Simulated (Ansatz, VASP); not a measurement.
# NaNF3: VASP beside Ansatz

```
CELL_PARAMETERS angstrom
3.10005 0.00000 0.00000
1.55002 -5.04303 0.00000
0.00000 0.00000 -7.36915
ATOMIC_POSITIONS crystal
Na 0.74021 0.51959 0.75000
Na 0.25979 0.48041 0.25000
N 0.00000 0.00000 0.00000
N 0.00000 0.00000 0.50000
F 0.04457 0.91085 0.75000
F 0.95543 0.08915 0.25000
F 0.62186 0.75628 0.04042
F 0.37814 0.24372 0.54042
F 0.37814 0.24372 0.95958
F 0.62186 0.75628 0.45958
```

Alike in both runs: functional PBE; k mesh 6 × 6 × 3; no spin polarisation.

Ansatz relaxed the structure, and its values are those at the end. VASP's run is a single point on that final structure, the one shown.

|  | VASP | Ansatz |
| --- | --- | --- |
| version | VASP 6.6.1 | Ansatz 0.2.0 |
| potentials or method | VASP PAW PBE potentials, release 64 (Na_pv, N, F), cutoff 520 eV | PAW plane waves |
| occupations | fermi-dirac, width 0.1 eV | fermi-dirac |
| valence electrons in the cell | 66 | 70 |

Ansatz gave:

- pressure (GPa): -2.3
- rms of the force components (eV/Å): 0.006

Question: Which values does VASP return?

Answer: Pressure (GPa): -2.6; rms of the force components (eV/Å): 0.007.

VASP's potentials hold 66 valence electrons a cell and Ansatz's 70, so a difference there can come from the potentials and not from the codes. Ansatz's warnings: stress scf threshold loose.
